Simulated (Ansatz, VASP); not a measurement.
## B5P in VASP and in Ansatz

```
B P
1.0
     2.96006    0.00000    0.00000
    -1.48003    2.56348    0.00000
     0.00000    0.00000    6.87264
B P
5 1
Direct
  0.33333 0.66667 0.86038
  0.00000 0.00000 0.27264
  0.66667 0.33333 0.38516
  0.66667 0.33333 0.63366
  0.33333 0.66667 0.60384
  0.00000 0.00000 0.99432
```

Alike in both runs: functional PBE; k mesh 6 × 6 × 2; occupations gaussian, width 0.2 eV; no spin polarisation.

Ansatz relaxed the structure, and its values are those at the end. VASP's run is a single point on that final structure, the one shown.

|  | VASP | Ansatz |
| --- | --- | --- |
| version | VASP 6.6.1 | Ansatz 0.2.0 |
| potentials or method | VASP PAW PBE potentials, release 64 (B, P), cutoff 500 eV | scalar-relativistic, plane waves, PAW |
| valence electrons in the cell | 20 | 20 |

VASP gave:

| Property | Result |
| --- | --- |
| gap on the k mesh at the Fermi level (eV) | none |
| pressure (GPa) | -0.1 |
| rms of the force components (eV/Å) | 0.010 |

Question: Estimate Ansatz's values.

Answer: gap on the k mesh at the Fermi level (eV): none; pressure (GPa): 0.0; rms of the force components (eV/Å): 0.005.

A gap of «none» marks a metal or a gap that the smearing closes. The functional is the same, so the differences come from potentials, cutoffs and numerics.

The k mesh is coarse, so the values compare programs but aren't converged.
